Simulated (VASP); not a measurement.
HfN:

```xyz
2
Lattice="0.0000 2.4548 2.4548 2.4548 0.0000 2.4548 2.4548 2.4548 0.0000" Properties=species:S:1:pos:R:3 pbc="T T T"
Hf    0.0000    0.0000    0.0000
N     3.6822    3.6822    3.6822
```

```yaml
Program: VASP 6.6.1
Task: relaxation of cell and atoms
Functional: LDA
Potentials_or_basis: VASP PAW LDA potentials, release 64 (Hf_pv, N)
Cutoff: 600 eV
k_mesh: 11 × 11 × 11
Occupations: methfessel-paxton, width 0.05 eV
Spin: no spin polarisation
```

At the start: pressure -10.0 GPa; volume 14.79 Å³/atom.

Question: Where does the relaxation end?

Answer: Over 4 steps the energy falls by 24.0 meV/atom and the volume is 14.06 Å³/atom (-5.0 %); space group F-43m (No. 216, to 0.05 Å).

The path:
```tsv
step	energy change (eV)	largest force (eV/Å)	pressure (GPa)	volume (Å³)
1	0.0000	0.0000	-10.02	29.59
2	0.1038	0.0000	22.62	25.80
3	-0.0479	0.0000	-0.34	28.15
4	-0.0479	0.0000	-0.04	28.12
```

Final structure:
```yaml
crystal:
  lattice:
    - [0.00000, 2.41346, 2.41346]
    - [2.41346, 0.00000, 2.41346]
    - [2.41346, 2.41346, 0.00000]
  atoms:
    - { symbol: Hf, position: [0.00000, 0.00000, 0.00000] }
    - { symbol: N, position: [0.75000, 0.75000, 0.75000] }
```
